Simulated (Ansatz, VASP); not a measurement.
CuO2 in VASP and in Ansatz

```
CELL_PARAMETERS angstrom
0.00000 2.42407 2.42407
2.42407 0.00000 2.42407
2.42407 2.42407 0.00000
ATOMIC_POSITIONS crystal
Cu 0.00000 0.00000 0.00000
O 0.25000 0.25000 0.25000
O 0.75000 0.75000 0.75000
```

Alike in both runs: functional PBE; k mesh 14 × 14 × 14; occupations gaussian, width 0.1 eV; collinear spin.

Ansatz relaxed the structure, and its values are those at the end. VASP's run is a single point on that final structure, the one shown.

|  | VASP | Ansatz |
| --- | --- | --- |
| version | VASP 6.6.1 | Ansatz 0.2.0 |
| potentials or method | VASP PAW PBE potentials, release 64 (Cu, O), cutoff 520 eV | scalar-relativistic, plane waves, PAW |
| valence electrons in the cell | 23 | 31 |

|  | VASP | Ansatz | Ansatz less VASP |
| --- | --- | --- | --- |
| gap on the k mesh at the Fermi level (eV) | none | none | - |
| pressure (GPa) | -0.1 | 0.0 | +0.10 |
| net moment per atom (μB) | 0.67 | 0.67 | +0.002 |
| size of the moment on the site where the two differ most (μB) | 0.59 | 0.64 | +0.058 |

Site moments also hang on the region over which each program counts them. A gap of «none» marks a metal or a gap that the smearing closes. VASP's potentials hold 23 valence electrons a cell and Ansatz's 31, so a difference there can come from the potentials and not from the codes.
